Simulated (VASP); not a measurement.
## W3Br: single point with PBE

Crystal: W3Br.

```xyz
4
Lattice="-2.0593 2.0593 4.5999 2.0593 -2.0593 4.5999 2.0593 2.0593 -4.5999" Properties=species:S:1:pos:R:3 pbc="T T T"
W     0.0000    0.0000    4.5999
W     2.0593    0.0000    2.2999
W     0.0000    2.0593    2.2999
Br    0.0000    0.0000    0.0000
```

```
Program                : VASP 6.6.1
Task                   : single point
Functional             : PBE
Potentials or basis    : VASP PAW PBE potentials, release 64 (W_sv, Br)
Cutoff                 : 520 eV
k mesh                 : 6 × 6 × 6
Occupations            : gaussian, width 0.1 eV
Spin                   : no spin polarisation
Dipole correction      : no
Further INCAR settings : ALGO = Normal; EDIFF = 1e-06; NBANDS = 32
```

- Pressure: -20.7 GPa
- Band gap on the k mesh: zero (an odd number of electrons rules out a gap without spin polarisation)

Stress tensor (GPa, compression positive):
```
-20.98   0.00   0.00
  0.00 -20.98   0.00
  0.00   0.00 -20.20
```

Levels at points of the mesh, in eV from the Fermi level:
```tsv
k point	band 22	band 23	band 24	band 25	band 26	band 27
(0.00, 0.00, 0.00)	-1.26	-1.26	-0.14	-0.14	-0.12	0.40
(0.50, 0.00, 0.00)	-1.02	-0.78	-0.74	-0.58	-0.05	0.19
(0.50, 0.50, 0.00)	-1.43	-0.53	-0.09	-0.06	0.55	0.70
(0.50, 0.50, 0.50)	-2.98	-1.39	-0.73	0.56	0.58	1.32
```

Wall time 99 s on 1 thread of Intel(R) Xeon(R) 6975P-C (Granite Rapids) (shared host), peak memory 0.26 GiB.

Caveat: the cell stands under tension; spin-orbit coupling is left out, which moves the levels of the heavy elements.
